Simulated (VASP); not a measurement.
# Be (Im-3m) in VASP: a series of runs, part 3 of 3

VASP 6.6.1.

**4. Electric field gradients, PBEsol (volume scaled by 1.01)**

INCAR

```
SYSTEM = Be
ALGO = Normal
EDIFF = 1E-8
ENCUT = 520
GGA = PS
ISIF = 2
ISMEAR = -1
LASPH = .True.
LCHARG = .False.
LEFG = .True.
LREAL = .False.
LWAVE = .False.
NBANDS = 7
NELM = 80
PREC = Accurate
SIGMA = 0.03
```

KPOINTS

```
k-points
0
Gamma
  23 23 23
  0 0 0
```

POSCAR

```
Be
1.0
   -1.2572841744      1.2572841744      1.2572841744
    1.2572841744     -1.2572841744      1.2572841744
    1.2572841744      1.2572841744     -1.2572841744
Be
1
Direct
    0.0000000000      0.0000000000      0.0000000000
```

Potentials or basis: VASP PAW PBE potentials, release 64 (Be).

Launch:

```
cat potpaw_PBE.64/Be/POTCAR > POTCAR
mpirun -np 1 vasp_std > vasp.out
```

OUTCAR:

```text
SYSTEM = Be
   EDIFF = 1E-8
   ENCUT = 520
   GGA = PS
   ISIF = 2
   ISMEAR = -1
   LASPH = .True.
   LREAL = .False.
   NELM = 80
   PREC = Accurate

 ion  position               nearest neighbor table
   1  0.000  0.000  0.000-

  LATTYP: Found a body centered cubic cell.
 ALAT       =     2.5145683488

  Lattice vectors:

 A1 = (  -1.2572841744,   1.2572841744,   1.2572841744)
 A2 = (   1.2572841744,  -1.2572841744,   1.2572841744)
 A3 = (   1.2572841744,   1.2572841744,  -1.2572841744)

Analysis of symmetry for initial positions (statically):
=====================================================================
 Subroutine PRICEL returns:
 Original cell was already a primitive cell.

 Routine SETGRP: Setting up the symmetry group for a
 body centered cubic supercell.

 Subroutine GETGRP returns: Found 48 space group operations
 (whereof 48 operations were pure point group operations)
 out of a pool of 48 trial point group operations.

The static configuration has the point symmetry O_h .

Analysis of symmetry for dynamics (positions and initial velocities):
=====================================================================
 Subroutine PRICEL returns:
 Original cell was already a primitive cell.

 Routine SETGRP: Setting up the symmetry group for a
 body centered cubic supercell.

 Subroutine GETGRP returns: Found 48 space group operations
 (whereof 48 operations were pure point group operations)
 out of a pool of 48 trial point group operations.

The dynamic configuration has the point symmetry O_h .

 Subroutine INISYM returns: Found 48 space group operations
 (whereof 48 operations are pure point group operations),
 and found     1 'primitive' translations

----------------------------------------------------------------------------------------

                                     Primitive cell

  volume of cell :       7.9499

  direct lattice vectors                    reciprocal lattice vectors
    -1.257284174  1.257284174  1.257284174     0.000000000  0.397682569  0.397682569
     1.257284174 -1.257284174  1.257284174     0.397682569  0.000000000  0.397682569
     1.257284174  1.257284174 -1.257284174     0.397682569  0.397682569  0.000000000

  length of vectors
     2.177680070  2.177680070  2.177680070     0.562408082  0.562408082  0.562408082

  position of ions in fractional coordinates (direct lattice)
     0.000000000  0.000000000  0.000000000

  ion indices of the primitive-cell ions
   primitive index   ion index
                 1           1

----------------------------------------------------------------------------------------

 KPOINTS: k-points

Automatic generation of k-mesh.
 Grid dimensions read from file:
 generate k-points for:   23   23   23

 Generating k-lattice:

  Cartesian coordinates                     Fractional coordinates (reciprocal lattice)
[... 59 lines left out ...]
   NELM   =     80;   NELMIN=  2; NELMDL= -5     # of ELM steps
   EDIFF  = 0.1E-07   stopping-criterion for ELM
   LREAL  =      F    real-space projection
   EDIFFG = 0.1E-06   stopping-criterion for IOM
   NSW    =      0    number of steps for IOM
   IBRION =     -1    ionic relax: 0-MD 1-quasi-New 2-CG
   NFREE  =      0    steps in history (QN), initial steepest desc. (CG)
   ISIF   =      2    stress and relaxation
   ISYM   =      2    0-nonsym 1-usesym 2-fastsym
   POTIM  = 0.5000    time-step for ionic-motion
   TEBEG  =    0.0;   TEEND  =   0.0 temperature during run
   PSTRESS=    0.0 pullay stress
   NELECT =       2.0000    total number of electrons
   NUPDOWN=      -1.0000    fix difference up-down
   EMIN   =  10.00;   EMAX   =-10.00  energy-range for DOS
   EFERMI =   0.00;   METHOD = LEGACY
   ISMEAR =    -1;   SIGMA  =   0.03  broadening in eV -4-tet -1-fermi 0-gaus
   EFERMI_NEDOS =   21; number of points for ismear=-14 and -15
   IALGO  =     38    algorithm
   IMIX   =      4    mixing-type and parameters
     AMIX     =   0.40;   BMIX     =  1.00
     AMIX_MAG =   1.60;   BMIX_MAG =  1.00
  volume/ion in A,a.u.               =       7.95        53.65
  Fermi-wavevector in a.u.,A,eV,Ry     =   1.033470  1.952976 14.531854  1.068061
  Thomas-Fermi vector in A             =   2.167719
   LORBIT       =      0    0 simple, 1 ext, 2 COOP (PROOUT), +10 PAW based schemes
   GGA     = PS    functional components
   LHFCALC =     F    Hartree Fock is set to
   AEXX    =    0.0000 exact exchange contribution
   IVDW    =     0    specifies the selected vdW correction
   LEPSILON=     F    determine dielectric tensor
   LRPA    =     F    only Hartree local field effects (RPA)
 non-spin polarized calculation
  energy-cutoff  :      520.00
  volume of cell :        7.95
 maximum number of plane-waves:       236
   NGX =  7   NGY =  7   NGZ =  7

 number of electron       2.0000000 magnetization

 Free energy of the ion-electron system (eV)
  ---------------------------------------------------
  ext. energy  EPLUGINS =         0.00000000
  ---------------------------------------------------
  free energy    TOTEN  =        -3.89762144 eV

  energy without entropy =       -3.89704394  energy(sigma->0) =       -3.89733269

 E-fermi :   7.8584     XC(G=0): -10.5955

 val. band max:        7.8146089539   @ k =   0.3043   0.2609   0.0870
 cond. band min:       7.8959702879   @ k =  -0.4348   0.4348   0.3913
 fundamental gap:      0.0813613340
 Fermi energy:         7.8583762503

 k-point     1 :       0.0000    0.0000    0.0000
  band No.  band energies     occupation
      1      -4.3428      2.00000
      2      27.0162      0.00000
      3      27.0162      0.00000
      4      27.0162      0.00000
      5      38.3359      0.00000
      6      38.3359      0.00000
      7      38.3359      0.00000
[... 221 lines left out ...]
 k-point    24 :       0.0870    0.0870    0.0000
  band No.  band energies     occupation
      1      -3.5510      2.00000
      2      23.8622      0.00000
      3      24.0504      0.00000
      4      25.7101      0.00000
      5      33.7809      0.00000
      6      34.3353      0.00000
      7      38.5012      0.00000

 [... further k-points ...]
[... 5 lines left out ...]
  --------------------------------------------------------------------------------------
  -------------------------------------------------------------------------------------
  Total       -0.1379427     -0.1379427     -0.1379427      0.0000000      0.0000000     -0.0000000
  in kB      -27.8002642    -27.8002642    -27.8002642      0.0000000      0.0000000     -0.0000000
  external PRESSURE =     -27.8002642 kB  Pullay stress =       0.0000000 kB

 VOLUME and BASIS-vectors are now :
 -----------------------------------------------------------------------------
  energy-cutoff  :      520.00
  volume of cell :        7.95
      direct lattice vectors                 reciprocal lattice vectors
    -1.257284174  1.257284174  1.257284174     0.000000000  0.397682569  0.397682569
     1.257284174 -1.257284174  1.257284174     0.397682569  0.000000000  0.397682569
     1.257284174  1.257284174 -1.257284174     0.397682569  0.397682569  0.000000000

 POSITION                                       TOTAL-FORCE (eV/Angst)
 -----------------------------------------------------------------------------------
      0.00000      0.00000      0.00000         0.000000      0.000000      0.000000
 -----------------------------------------------------------------------------------
    total drift:                                0.000000      0.000000      0.000000

  FREE ENERGIE OF THE ION-ELECTRON SYSTEM (eV)
  ---------------------------------------------------
  free  energy   TOTEN  =        -3.8976214357 eV

  energy  without entropy=       -3.8970439365  energy(sigma->0) =       -3.89733269

 Electric field gradients (V/A^2)
---------------------------------------------------------------------
 ion       V_xx      V_yy      V_zz      V_xy      V_xz      V_yz
---------------------------------------------------------------------
   1       0.000    -0.000     0.000     0.000     0.000     0.000
---------------------------------------------------------------------

 Electric field gradients after diagonalization (V/A^2)
 (convention: |V_zz| > |V_xx| > |V_yy|)
----------------------------------------------------------------------
 ion       V_xx      V_yy      V_zz     asymmetry (V_yy - V_xx)/ V_zz
----------------------------------------------------------------------
   1      -0.000    -0.000     0.000       0.000
----------------------------------------------------------------------

           NMR quadrupolar parameters

 Cq : quadrupolar parameter    Cq=e*Q*V_zz/h
 eta: asymmetry parameters     (V_yy - V_xx)/ V_zz
 Q  : nuclear electric quadrupole moment in mb (millibarn)
----------------------------------------------------------------------
 ion       Cq(MHz)       eta       Q (mb)
----------------------------------------------------------------------
   1       0.000       0.000       1.000
----------------------------------------------------------------------
```

stdout:

```text
POSCAR found type information on POSCAR Be
 POSCAR found :  1 types and       1 ions
 scaLAPACK will be used
 -----------------------------------------------------------------------------
|                                                                             |
|                                                                             |
|     You enforced a specific xc type in the INCAR file but a different       |
|     I HOPE YOU KNOW WHAT YOU ARE DOING!                                     |
|                                                                             |
 -----------------------------------------------------------------------------

 LDA part: xc-table for (Slater+PW92), standard interpolation
 POSCAR, INCAR and KPOINTS ok, starting setup
 FFT: planning ... GRIDC
 FFT: planning ... GRID_SOFT
 FFT: planning ... GRID
 WAVECAR not read
 entering main loop
ion   1
```

Run time: 27 s. Hardware: 1 thread of AMD EPYC 7R13, shared host; peak memory 0.09 GiB.

Results:

```yaml
Free_energy: -3.8976 eV
Pressure: -2.8 GPa
Band_gap_on_the_k_mesh: zero (band 1 reaches 11.32 eV, above the bottom of band 2 at 6.51 eV)
```

Caveat: without QUAD_EFG the Cq values of the log hold for a quadrupole moment of 1 mb, not for the nuclei; the PAW data sets were made with another functional, which shifts forces and pressure a little.

**5. Electric field gradients, PBEsol (volume scaled by 0.99)**

INCAR

```
ALGO = Normal
EDIFF = 1E-8
ENCUT = 520
GGA = PS
ISIF = 2
ISMEAR = -1
LASPH = True
LCHARG = False
LEFG = True
LREAL = False
LWAVE = False
NBANDS = 7
NELM = 100
PREC = Accurate
SIGMA = 0.03
```

KPOINTS

```
k-points
0
Gamma
  23 23 23
```

POSCAR

```
Be
1.0
   -1.2489298800      1.2489298800      1.2489298800
    1.2489298800     -1.2489298800      1.2489298800
    1.2489298800      1.2489298800     -1.2489298800
Be
1
Direct
    0.0000000000      0.0000000000      0.0000000000
```

Potentials or basis: VASP PAW PBE potentials, release 64 (Be).

Launch:

```
cat potpaw_PBE.64/Be/POTCAR > POTCAR
mpirun -np 1 vasp_std > vasp.out
```

OUTCAR:

```text
EDIFF = 1E-8
   ENCUT = 520
   GGA = PS
   ISIF = 2
   ISMEAR = -1
   LASPH = True
   LREAL = False
   NELM = 100
   PREC = Accurate

 ion  position               nearest neighbor table
   1  0.000  0.000  0.000-

  LATTYP: Found a body centered cubic cell.
 ALAT       =     2.4978597600

  Lattice vectors:

 A1 = (  -1.2489298800,   1.2489298800,   1.2489298800)
 A2 = (   1.2489298800,  -1.2489298800,   1.2489298800)
 A3 = (   1.2489298800,   1.2489298800,  -1.2489298800)

Analysis of symmetry for initial positions (statically):
=====================================================================
 Subroutine PRICEL returns:
 Original cell was already a primitive cell.

 Routine SETGRP: Setting up the symmetry group for a
 body centered cubic supercell.

 Subroutine GETGRP returns: Found 48 space group operations
 (whereof 48 operations were pure point group operations)
 out of a pool of 48 trial point group operations.

The static configuration has the point symmetry O_h .

Analysis of symmetry for dynamics (positions and initial velocities):
=====================================================================
 Subroutine PRICEL returns:
 Original cell was already a primitive cell.

 Routine SETGRP: Setting up the symmetry group for a
 body centered cubic supercell.

 Subroutine GETGRP returns: Found 48 space group operations
 (whereof 48 operations were pure point group operations)
 out of a pool of 48 trial point group operations.

The dynamic configuration has the point symmetry O_h .

 Subroutine INISYM returns: Found 48 space group operations
 (whereof 48 operations are pure point group operations),
[... 144 lines left out ...]
 cond. band min:       8.0724808106   @ k =  -0.4348   0.4348   0.3913
 fundamental gap:      0.0902730991
 Fermi energy:         8.0298639143

 k-point     1 :       0.0000    0.0000    0.0000
  band No.  band energies     occupation
      1      -4.2886      2.00000
      2      27.5062      0.00000
      3      27.5062      0.00000
      4      27.5062      0.00000
      5      38.9041      0.00000
      6      38.9041      0.00000
      7      38.9041      0.00000
[... 221 lines left out ...]
 k-point    24 :       0.0870    0.0870    0.0000
  band No.  band energies     occupation
      1      -3.4911      2.00000
      2      24.3015      0.00000
      3      24.4733      0.00000
      4      26.1694      0.00000
      5      34.2934      0.00000
      6      34.8543      0.00000
      7      39.0642      0.00000

 [... further k-points ...]
[... 5 lines left out ...]
  --------------------------------------------------------------------------------------
  -------------------------------------------------------------------------------------
  Total       -0.0187952     -0.0187952     -0.0187952     -0.0000000      0.0000000     -0.0000000
  in kB       -3.8644106     -3.8644106     -3.8644106     -0.0000000      0.0000000     -0.0000000
  external PRESSURE =      -3.8644106 kB  Pullay stress =       0.0000000 kB

 VOLUME and BASIS-vectors are now :
 -----------------------------------------------------------------------------
  energy-cutoff  :      520.00
  volume of cell :        7.79
      direct lattice vectors                 reciprocal lattice vectors
    -1.248929880  1.248929880  1.248929880     0.000000000  0.400342732  0.400342732
     1.248929880 -1.248929880  1.248929880     0.400342732  0.000000000  0.400342732
     1.248929880  1.248929880 -1.248929880     0.400342732  0.400342732  0.000000000

 POSITION                                       TOTAL-FORCE (eV/Angst)
 -----------------------------------------------------------------------------------
      0.00000      0.00000      0.00000         0.000000      0.000000      0.000000
 -----------------------------------------------------------------------------------
    total drift:                                0.000000      0.000000      0.000000

  FREE ENERGIE OF THE ION-ELECTRON SYSTEM (eV)
  ---------------------------------------------------
  free  energy   TOTEN  =        -3.8991933599 eV

  energy  without entropy=       -3.8986420690  energy(sigma->0) =       -3.89891771

 Electric field gradients (V/A^2)
---------------------------------------------------------------------
 ion       V_xx      V_yy      V_zz      V_xy      V_xz      V_yz
---------------------------------------------------------------------
   1      -0.000    -0.000    -0.000    -0.000    -0.000    -0.000
---------------------------------------------------------------------

 Electric field gradients after diagonalization (V/A^2)
 (convention: |V_zz| > |V_xx| > |V_yy|)
----------------------------------------------------------------------
 ion       V_xx      V_yy      V_zz     asymmetry (V_yy - V_xx)/ V_zz
----------------------------------------------------------------------
   1       0.000     0.000    -0.000       0.000
----------------------------------------------------------------------

           NMR quadrupolar parameters

 Cq : quadrupolar parameter    Cq=e*Q*V_zz/h
 eta: asymmetry parameters     (V_yy - V_xx)/ V_zz
 Q  : nuclear electric quadrupole moment in mb (millibarn)
----------------------------------------------------------------------
 ion       Cq(MHz)       eta       Q (mb)
----------------------------------------------------------------------
   1      -0.000       0.000       1.000
----------------------------------------------------------------------
```

Run time: 24 s. Hardware: 1 thread of AMD EPYC 7R13, shared host; peak memory 0.09 GiB.

What came out:

```yaml
Free_energy: -3.8992 eV
Pressure: -0.4 GPa
Band_gap_on_the_k_mesh: zero (band 1 reaches 11.55 eV, above the bottom of band 2 at 6.66 eV)
```

Levels at points of the mesh, in eV from the Fermi level:
```
           k point  band 1  band 2  band 3  band 4  band 5  band 6
(0.00, 0.00, 0.00)  -12.32   19.48   19.48   19.48   30.87   30.87
```

Caveat: without QUAD_EFG the Cq values of the log hold for a quadrupole moment of 1 mb, not for the nuclei; the PAW data sets were made with another functional, which shifts forces and pressure a little.

**6. The runs side by side**

| cell | gap on the mesh (eV) | pressure (GPa) |
| --- | --- | --- |
| a = 2.170 Å, angles 109.5°, 1 atom | none | -1.6 |
| a = 2.178 Å, angles 109.5°, 1 atom | none | -2.8 |
| a = 2.163 Å, angles 109.5°, 1 atom | none | -0.4 |

Alike in all rows: task electric field gradients; level PBEsol; potentials or basis VASP PAW PBE potentials, release 64 (Be); no spin polarisation; k mesh 23 × 23 × 23; cutoff (eV) 520; smearing fermi-dirac 0.03 eV.

Caveats: the PAW data sets were made with another functional, which shifts forces and pressure a little.

Absolute energies hang on the potentials; compare differences alone.
